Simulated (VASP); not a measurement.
Set up this calculation in VASP 6.6.1, as the native input.

```yaml
Task: relaxation of cell and atoms
Functional: PBE
Potentials_or_basis: VASP PAW PBE potentials, release 64 (Be, Se)
Cutoff: 600 eV
k_mesh: 4 × 4 × 3
Occupations: gaussian, width 0.2 eV
Spin: no spin polarisation
Dipole_correction: no
Further_INCAR_settings: ALGO = Normal; EDIFF = 1e-07; IBRION = 2; EDIFFG = -0.08; NSW = 36; ISIF = 3
```

The structure of Be2Se lies in POSCAR:

```
Be2Se
1.0
    4.5117456400      0.0000000000      0.0000000000
    0.0000000000      3.9393130200      0.0000000000
   -0.3363028500      0.0000000000      5.6773791400
Be Se
4 2
Direct
    0.5000000000      0.0000000000      0.0000000000
    0.5000000000      0.0000000000      0.5000000000
    0.0000000000      0.7613696800      0.2500000000
    0.0000000000      0.2386303200      0.7500000000
    0.0000000000      0.5000000000      0.0000000000
    0.0000000000      0.5000000000      0.5000000000
```

The cell was built from a structure type or drawn by symmetry, and may not be a known phase.

The input as run:

INCAR

```
PREC = Accurate ; ENCUT = 600
EDIFF = 1E-7 ; ISMEAR = 0
SIGMA = 0.2 ; LREAL = F
LASPH = T ; NELM = 120
ALGO = Normal ; ISIF = 3
LWAVE = F ; LCHARG = F
GGA = PE ; IBRION = 2
NSW = 36 ; EDIFFG = -0.08
GGA_COMPAT = F ; NELMIN = 4
```

KPOINTS

```
Automatic mesh
0
Gamma
  4 4 3
```

Potentials or basis: VASP PAW PBE potentials, release 64 (Be, Se).

Run with:

```console
$ cat potpaw_PBE.64/Be/POTCAR potpaw_PBE.64/Se/POTCAR > POTCAR
$ mpirun -np 1 vasp_std > vasp.out
```

It gave:

```yaml
Relaxed_volume: 13.68 Å³/atom
Relaxed_cell: a = 3.431 Å, b = 3.570 Å, c = 6.720 Å, α = 90.00°, β = 85.81°, γ = 90.00°
Space_group_after_relaxing_to_0.1_Å: P2/c (No. 13)
Energy_gained_by_relaxing: 1109.5 meV/atom
Ionic_steps: 16
Pressure_after_relaxing: 0.0 GPa
Largest_force_after_relaxing: 0.075 eV/Å
Band_gap_on_the_k_mesh: zero (bands 10 and 11 overlap by 1.50 eV)
```

Caveat: the k points lie up to 0.46 Å⁻¹ apart in the final cell, too coarse for converged energies and pressures of a metal; the volume moved by over 15 % at a fixed basis, so the end points are rough; the relaxation stopped at a loose force limit of 0.08 eV/Å, so its end isn't a converged minimum.

Wall time 10 min on 1 thread of Intel Xeon 8259CL (shared host), peak memory 0.26 GiB.
